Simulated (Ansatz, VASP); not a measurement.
# TlMo: VASP beside Ansatz

```
CELL_PARAMETERS angstrom
0.00000 2.81254 2.81254
2.81254 0.00000 2.81254
2.81254 2.81254 0.00000
ATOMIC_POSITIONS crystal
Tl 0.00000 0.00000 0.00000
Mo 0.50000 0.50000 0.50000
```

Alike in both runs: task relaxation of cell and atoms; functional PBE; k mesh 18 × 18 × 18; occupations gaussian, width 0.1 eV; no spin polarisation.

```csv
,VASP,Ansatz
version,VASP 6.6.1,Ansatz 0.2.0
potentials or method,"VASP PAW PBE potentials, release 64 (Tl_d, Mo_sv), cutoff 600 eV","scalar-relativistic, plane waves, PAW"
valence electrons in the cell,27,27
```

Ansatz gave:

| Item | Value |
| --- | --- |
| gap on the k mesh at the Fermi level, each at its own relaxed structure (eV) | none |
| relaxed volume (Å³/atom) | 21.91 |
| relaxed cell length with the largest relative difference (Å) | 3.957 |

Task: Estimate VASP's values.

Result: gap on the k mesh at the Fermi level, each at its own relaxed structure (eV): none; relaxed volume (Å³/atom): 21.93; relaxed cell length with the largest relative difference (Å): 3.958.

A gap of «none» marks a metal or a gap that the smearing closes.

Neither program's run includes spin-orbit coupling.
